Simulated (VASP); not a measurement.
# BeTe (F-43m) in VASP: a series of runs

The runs below take BeTe through single point, with r2SCAN.

Program: VASP 6.6.1. These are calculated values, not measurements. Logs are shortened: lines on timing, memory, paths and dates and some standing lists are left out, and cuts for length are marked.

### 1 The cell of the first run

The structure is cubic, space group F-43m (No. 216). Conventional cell: a = 5.768 Å, b = 5.768 Å, c = 5.768 Å, α = 90.00°, β = 90.00°, γ = 90.00°. Be (site symmetry -43m) has 4 Te at 2.50 Å within 3.3 Å. Te (site symmetry -43m) has 4 Be at 2.50 Å within 3.3 Å.

### 2 Single point, r2SCAN (volume changed by +6%)

POSCAR reads:

```
BeTe
1.0
    0.0000000000      2.8841001577      2.8841001577
    2.8841001577      0.0000000000      2.8841001577
    2.8841001577      2.8841001577      0.0000000000
Be Te
1 1
Direct
    0.0000000000      0.0000000000      0.0000000000
    0.2500000000      0.2500000000      0.2500000000
```

INCAR.step1 reads:

```
PREC = Accurate
ENCUT = 520
ISMEAR = 0
SIGMA = 0.01
LREAL = F
LASPH = T
NELM = 80
NBANDS = 11
GGA = PE
ALGO = Normal
EDIFF = 1E-4
LWAVE = T
LCHARG = F
```

INCAR.step2 reads:

```
PREC = Accurate
ENCUT = 520
EDIFF = 1E-7
ISMEAR = 0
SIGMA = 0.01
LREAL = F
LASPH = T
NELM = 80
ALGO = Normal
ISIF = 2
LWAVE = F
LCHARG = F
METAGGA = R2SCAN
LMIXTAU = T
NBANDS = 11
ISTART = 1
```

KPOINTS reads:

```
Automatic mesh
0
Gamma
  6 6 6
```

Potentials or basis: VASP PAW PBE potentials, release 64 (Be, Te).

Started as:

```bash
$ cat potpaw_PBE.64/Be/POTCAR potpaw_PBE.64/Te/POTCAR > POTCAR
$ cp INCAR.step1 INCAR
$ mpirun -np 1 vasp_std > vasp.out
$ cp INCAR.step2 INCAR
$ mpirun -np 1 vasp_std > vasp.out
```

OUTCAR:

```text
PREC = Accurate
   ENCUT = 520
   EDIFF = 1E-7
   ISMEAR = 0
   LREAL = F
   LASPH = T
   NELM = 80
   ISIF = 2
   METAGGA = R2SCAN
   ISTART = 1

 ion  position               nearest neighbor table
   1  0.000  0.000  0.000-   2 2.50   2 2.50   2 2.50   2 2.50
   2  0.250  0.250  0.250-   1 2.50   1 2.50   1 2.50   1 2.50

  LATTYP: Found a face centered cubic cell.
 ALAT       =     5.7682003154

  Lattice vectors:

 A1 = (   0.0000000000,   2.8841001577,   2.8841001577)
 A2 = (   2.8841001577,   0.0000000000,   2.8841001577)
 A3 = (   2.8841001577,   2.8841001577,   0.0000000000)

Analysis of symmetry for initial positions (statically):
=====================================================================
 Subroutine PRICEL returns:
 Original cell was already a primitive cell.

 Routine SETGRP: Setting up the symmetry group for a
 face centered cubic supercell.

 Subroutine GETGRP returns: Found 24 space group operations
 (whereof 24 operations were pure point group operations)
 out of a pool of 48 trial point group operations.

The static configuration has the point symmetry T_d .

Analysis of symmetry for dynamics (positions and initial velocities):
=====================================================================
 Subroutine PRICEL returns:
 Original cell was already a primitive cell.

 Routine SETGRP: Setting up the symmetry group for a
 face centered cubic supercell.

 Subroutine GETGRP returns: Found 24 space group operations
 (whereof 24 operations were pure point group operations)
 out of a pool of 48 trial point group operations.

The dynamic configuration has the point symmetry T_d .

 Subroutine INISYM returns: Found 24 space group operations
 (whereof 24 operations are pure point group operations),
 and found     1 'primitive' translations

----------------------------------------------------------------------------------------

                                     Primitive cell

  volume of cell :      47.9801

  direct lattice vectors                    reciprocal lattice vectors
     0.000000000  2.884100158  2.884100158    -0.173364298  0.173364298  0.173364298
     2.884100158  0.000000000  2.884100158     0.173364298 -0.173364298  0.173364298
     2.884100158  2.884100158  0.000000000     0.173364298  0.173364298 -0.173364298

  length of vectors
     4.078733558  4.078733558  4.078733558     0.300275773  0.300275773  0.300275773

  position of ions in fractional coordinates (direct lattice)
     0.000000000  0.000000000  0.000000000
     0.250000000  0.250000000  0.250000000

  ion indices of the primitive-cell ions
   primitive index   ion index
                 1           1
                 2           2

----------------------------------------------------------------------------------------

 KPOINTS: Automatic mesh

Automatic generation of k-mesh.
 Grid dimensions read from file:
 generate k-points for:    6    6    6

 Generating k-lattice:

  Cartesian coordinates                     Fractional coordinates (reciprocal lattice)
    -0.028894050  0.028894050  0.028894050     0.166666667  0.000000000  0.000000000
     0.028894050 -0.028894050  0.028894050     0.000000000  0.166666667  0.000000000
     0.028894050  0.028894050 -0.028894050     0.000000000  0.000000000  0.166666667

  Length of vectors
     0.050045962  0.050045962  0.050045962

  Shift w.r.t. Gamma in fractional coordinates (k-lattice)
     0.000000000  0.000000000  0.000000000

 Subroutine IBZKPT returns following result:
 ===========================================

 Found     16 irreducible k-points:

 Following reciprocal coordinates:
            Coordinates               Weight
  0.000000  0.000000  0.000000      1.000000
  0.166667  0.000000  0.000000      8.000000
  0.333333  0.000000  0.000000      8.000000
  0.500000  0.000000  0.000000      4.000000
  0.166667  0.166667  0.000000      6.000000
  0.333333  0.166667  0.000000     24.000000
[... 8 lines left out ...]
 -0.333333  0.333333  0.166667     24.000000
 -0.333333  0.500000  0.166667     12.000000
   k-points           NKPTS =     16   k-points in BZ     NKDIM =     16   number of bands    NBANDS=     11
   number of dos      NEDOS =    301   number of ions     NIONS =      2
   total plane-waves  NPLWV =  27000
   dimension x,y,z NGX =    30 NGY =   30 NGZ =   30
   dimension x,y,z NGXF=    60 NGYF=   60 NGZF=   60
   ions per type =               1   1
   NGX,Y,Z   is equivalent  to a cutoff of  12.23, 12.23, 12.23 a.u.
   NGXF,Y,Z  is equivalent  to a cutoff of  24.46, 24.46, 24.46 a.u.
 SYSTEM =  unknown system
   PREC   = accura    normal or accurate (medium, high low for compatibility)
   ISTART =      1    job   : 0-new  1-cont  2-samecut
   ICHARG =      0    charge: 1-file 2-atom 10-const
   ISPIN  =      1    spin polarized calculation?
   LNONCOLLINEAR =      F non collinear calculations
   LSORBIT =      F    spin-orbit coupling
   LASPH  =      T    aspherical Exc in radial PAW
   ENCUT  =  520.0 eV  38.22 Ry    6.18 a.u.   7.58  7.58  7.58*2*pi/ulx,y,z
   NELM   =     80;   NELMIN=  2; NELMDL=  0     # of ELM steps
   EDIFF  = 0.1E-06   stopping-criterion for ELM
   LREAL  =      F    real-space projection
   EDIFFG = 0.1E-05   stopping-criterion for IOM
   NSW    =      0    number of steps for IOM
   IBRION =     -1    ionic relax: 0-MD 1-quasi-New 2-CG
   NFREE  =      0    steps in history (QN), initial steepest desc. (CG)
   ISIF   =      2    stress and relaxation
   ISYM   =      2    0-nonsym 1-usesym 2-fastsym
   POTIM  = 0.5000    time-step for ionic-motion
   TEBEG  =    0.0;   TEEND  =   0.0 temperature during run
   PSTRESS=    0.0 pullay stress
   NELECT =       8.0000    total number of electrons
   NUPDOWN=      -1.0000    fix difference up-down
   EMIN   =  10.00;   EMAX   =-10.00  energy-range for DOS
   EFERMI =   0.00;   METHOD = LEGACY
   ISMEAR =     0;   SIGMA  =   0.01  broadening in eV -4-tet -1-fermi 0-gaus
   EFERMI_NEDOS =   21; number of points for ismear=-14 and -15
   IALGO  =     38    algorithm
   IMIX   =      4    mixing-type and parameters
     AMIX     =   0.40;   BMIX     =  1.00
     AMIX_MAG =   1.60;   BMIX_MAG =  1.00
  volume/ion in A,a.u.               =      23.99       161.89
  Fermi-wavevector in a.u.,A,eV,Ry     =   0.901055  1.702746 11.046564  0.811900
  Thomas-Fermi vector in A             =   2.024088
   LORBIT       =      0    0 simple, 1 ext, 2 COOP (PROOUT), +10 PAW based schemes
   METAGGA = R2SCAN    functional components
   LHFCALC =     F    Hartree Fock is set to
   AEXX    =    0.0000 exact exchange contribution
   IVDW    =     0    specifies the selected vdW correction
   LEPSILON=     F    determine dielectric tensor
   LRPA    =     F    only Hartree local field effects (RPA)
 non-spin polarized calculation
 Gauss-broadening in eV      SIGMA  =   0.01
  energy-cutoff  :      520.00
  volume of cell :       47.98
 maximum number of plane-waves:      1308
   NGX = 15   NGY = 15   NGZ = 15

 number of electron       8.0000000 magnetization

 Free energy of the ion-electron system (eV)
  ---------------------------------------------------
  ext. energy  EPLUGINS =         0.00000000
  ---------------------------------------------------
  free energy    TOTEN  =       -30.65562817 eV

  energy without entropy =      -30.65562817  energy(sigma->0) =      -30.65562817

 E-fermi :   4.2173     XC(G=0):  -9.1811

 val. band max:        4.1560349432   @ k =   0.0000   0.0000   0.0000
 cond. band min:       6.6573346369   @ k =   0.5000   0.5000   0.0000
 fundamental gap:      2.5012996937
 Fermi energy:         4.2172564705

 k-point     1 :       0.0000    0.0000    0.0000
  band No.  band energies     occupation
      1      -8.1568      2.00000
      2       4.1560      2.00000
      3       4.1560      2.00000
      4       4.1560      2.00000
      5       8.1164      0.00000
      6       8.2364      0.00000
      7       8.2364      0.00000
      8       8.2364      0.00000
      9      13.0494      0.00000
     10      14.7614      0.00000
     11      14.7614      0.00000

 k-point     2 :       0.1667    0.0000    0.0000
  band No.  band energies     occupation
      1      -7.9090      2.00000
      2       2.2673      2.00000
      3       3.8154      2.00000
      4       3.8154      2.00000
      5       7.9638      0.00000
      6       8.7499      0.00000
      7       8.7499      0.00000
      8      10.1343      0.00000
      9      13.7248      0.00000
     10      13.7248      0.00000
     11      13.7320      0.00000

 k-point     3 :       0.3333    0.0000    0.0000
  band No.  band energies     occupation
      1      -7.2979      2.00000
      2      -0.1111      2.00000
      3       3.3080      2.00000
      4       3.3080      2.00000
      5       7.6362      0.00000
      6       9.2170      0.00000
      7       9.2170      0.00000
      8      12.4230      0.00000
      9      13.9539      0.00000
     10      14.2395      0.00000
     11      14.2395      0.00000

 k-point     4 :       0.5000    0.0000    0.0000
  band No.  band energies     occupation
      1      -6.8942      2.00000
      2      -1.1500      2.00000
      3       3.1042      2.00000
      4       3.1042      2.00000
      5       7.5079      0.00000
      6       9.2048      0.00000
      7       9.2048      0.00000
      8      12.6151      0.00000
      9      15.5700      0.00000
     10      16.1520      0.00000
     11      16.1520      0.00000
[... 127 lines left out ...]
 k-point    14 :       0.5000    0.3333    0.1667
  band No.  band energies     occupation
      1      -6.8390      2.00000
      2      -0.0901      2.00000
      3       1.2991      2.00000
      4       2.3230      2.00000
      5       8.5478      0.00000
      6       9.5084      0.00000
      7       9.7790      0.00000
      8      12.2347      0.00000
      9      14.6896      0.00000
     10      14.9645      0.00000
     11      17.3163      0.00000

 k-point    15 :      -0.3333    0.3333    0.1667
  band No.  band energies     occupation
      1      -6.5413      2.00000
      2      -0.5136      2.00000
      3       0.8725      2.00000
      4       1.9305      2.00000
      5       9.1175      0.00000
      6       9.2073      0.00000
      7      11.5175      0.00000
      8      11.6652      0.00000
      9      13.2522      0.00000
     10      16.4896      0.00000
     11      17.1787      0.00000

 k-point    16 :      -0.3333    0.5000    0.1667
  band No.  band energies     occupation
      1      -6.4100      2.00000
      2      -0.4900      2.00000
      3       0.9863      2.00000
      4       1.2986      2.00000
      5       8.3208      0.00000
      6       8.8293      0.00000
      7      11.9078      0.00000
      8      12.1207      0.00000
      9      15.5020      0.00000
     10      16.2978      0.00000
     11      17.4675      0.00000

------------------------ aborting loop because EDIFF is reached ----------------------------------------

  FORCE on cell =-STRESS in cart. coord.  units (eV):
  Direction    XX          YY          ZZ          XY          YZ          ZX
  --------------------------------------------------------------------------------------
  -------------------------------------------------------------------------------------
  Total       -0.8806210     -0.8806210     -0.8806210     -0.0000000      0.0000000      0.0000000
  in kB      -29.4061816    -29.4061816    -29.4061816     -0.0000000      0.0000000      0.0000000
  external PRESSURE =     -29.4061816 kB  Pullay stress =       0.0000000 kB

 VOLUME and BASIS-vectors are now :
 -----------------------------------------------------------------------------
  energy-cutoff  :      520.00
  volume of cell :       47.98
      direct lattice vectors                 reciprocal lattice vectors
     0.000000000  2.884100158  2.884100158    -0.173364298  0.173364298  0.173364298
     2.884100158  0.000000000  2.884100158     0.173364298 -0.173364298  0.173364298
     2.884100158  2.884100158  0.000000000     0.173364298  0.173364298 -0.173364298

 POSITION                                       TOTAL-FORCE (eV/Angst)
 -----------------------------------------------------------------------------------
      0.00000      0.00000      0.00000        -0.000000     -0.000000     -0.000000
      1.44205      1.44205      1.44205         0.000000      0.000000      0.000000
 -----------------------------------------------------------------------------------
    total drift:                                0.000000      0.000000      0.000000

  FREE ENERGIE OF THE ION-ELECTRON SYSTEM (eV)
  ---------------------------------------------------
  free  energy   TOTEN  =       -30.6556281717 eV

  energy  without entropy=      -30.6556281717  energy(sigma->0) =      -30.65562817
```

It took 72 s on 1 thread of AMD EPYC 7R43 (Zen 3), shared host; peak memory 0.13 GiB.

Results:

- Free energy: -30.6556 eV
- Pressure: -2.9 GPa
- Band gap on the k mesh: 2.50 eV, indirect (least direct gap 3.96 eV)

Caveat: the cell differs from its parent crystal (volume changed by +6%); the PAW data sets were made with another functional, which shifts forces and pressure a little; spin-orbit coupling is left out, which moves the levels of the heavy elements. A k mesh can miss the band edges.

### 3 Single point, r2SCAN

This run uses another cell than the first one, of 22.63 Å³/atom, 0.943 times its volume.

POSCAR reads:

```
BeTe
1.0
    0.0000000000      2.8286228795      2.8286228795
    2.8286228795      0.0000000000      2.8286228795
    2.8286228795      2.8286228795      0.0000000000
Be Te
1 1
Direct
    0.0000000000      0.0000000000      0.0000000000
    0.2500000000      0.2500000000      0.2500000000
```

INCAR.step1 reads:

```
SYSTEM = BeTe
PREC = Accurate
ENCUT = 520
ISMEAR = 0
SIGMA = 0.01
LREAL = .FALSE.
LASPH = .TRUE.
NELM = 100
NBANDS = 11
GGA = PE
ALGO = Normal
EDIFF = 1E-4
LWAVE = .TRUE.
LCHARG = .FALSE.
```

INCAR.step2 reads:

```
SYSTEM = BeTe
PREC = Accurate
ENCUT = 520
EDIFF = 1E-6
ISMEAR = 0
SIGMA = 0.01
LREAL = .FALSE.
LASPH = .TRUE.
NELM = 100
ALGO = Normal
ISIF = 2
LWAVE = .FALSE.
LCHARG = .FALSE.
METAGGA = R2SCAN
LMIXTAU = .TRUE.
NBANDS = 11
ISTART = 1
```

KPOINTS reads:

```
Automatic mesh
0
G
  8 8 8
  0 0 0
```

Potentials or basis: VASP PAW PBE potentials, release 64 (Be, Te).

Started as:

```bash
$ cat potpaw_PBE.64/Be/POTCAR potpaw_PBE.64/Te/POTCAR > POTCAR
$ cp INCAR.step1 INCAR
$ mpirun -np 1 vasp_std > vasp.out
$ cp INCAR.step2 INCAR
$ mpirun -np 1 vasp_std > vasp.out
```

Wall time 79 s (1 thread of AMD EPYC 7R43 (Zen 3), shared host); peak memory 0.14 GiB.

Results (log left out):

```yaml
Free_energy: -30.6849 eV
Pressure: 0.2 GPa
Band_gap_on_the_k_mesh: 2.37 eV, indirect (least direct gap 4.03 eV)
```

Levels at points of the mesh, in eV from the valence-band top:
| k point | band 2 | band 3 | band 4 | band 5 | band 6 | band 7 |
| --- | --- | --- | --- | --- | --- | --- |
| (0.00, 0.00, 0.00) | 0.00 | 0.00 | 0.00 | 4.03 | 4.03 | 4.03 |
| (0.50, 0.00, 0.00) | -5.68 | -1.15 | -1.15 | 3.52 | 5.02 | 5.02 |
| (0.50, 0.50, 0.00) | -5.27 | -2.69 | -2.69 | 2.37 | 3.01 | 10.48 |

Caveat: the PAW data sets were made with another functional, which shifts forces and pressure a little; spin-orbit coupling is left out, which moves the levels of the heavy elements. A k mesh can miss the band edges.
